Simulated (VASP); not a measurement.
CsI:

```
CELL_PARAMETERS angstrom
4.56670 0.00000 0.00000
0.00000 4.56670 0.00000
0.00000 0.00000 4.56670
ATOMIC_POSITIONS crystal
Cs 0.00000 0.00000 0.00000
I 0.50000 0.50000 0.50000
```

| Item | Value |
| --- | --- |
| Program | VASP 6.6.1 |
| Task | relaxation of cell and atoms |
| Functional | LDA |
| Potentials or basis | VASP PAW LDA potentials, release 64 (Cs_sv, I) |
| Cutoff | 500 eV |
| k mesh | 4 × 4 × 4 |
| Occupations | gaussian, width 0.01 eV |
| Spin | no spin polarisation |

At the start: pressure -1.3 GPa; volume 47.62 Å³/atom.

Question: Where does the relaxation end?

Answer: Over 4 steps the energy falls by 22.1 meV/atom and the volume is 42.90 Å³/atom (-9.9 %); space group Pm-3m (No. 221, to 0.05 Å).

The path:
| step | energy change (eV) | largest force (eV/Å) | pressure (GPa) | volume (Å³) |
| --- | --- | --- | --- | --- |
| 1 | 0.0000 | 0.0000 | -1.35 | 95.24 |
| 2 | -0.0351 | 0.0000 | -0.68 | 89.82 |
| 3 | -0.0440 | 0.0000 | -0.08 | 86.26 |
| 4 | -0.0442 | 0.0000 | 0.00 | 85.80 |

Final structure:
```
Cs I
1.0
     4.41055    0.00000    0.00000
     0.00000    4.41055    0.00000
     0.00000    0.00000    4.41055
Cs I
1 1
Cartesian
  0.0000 0.0000 0.0000
  2.2053 2.2053 2.2053
```
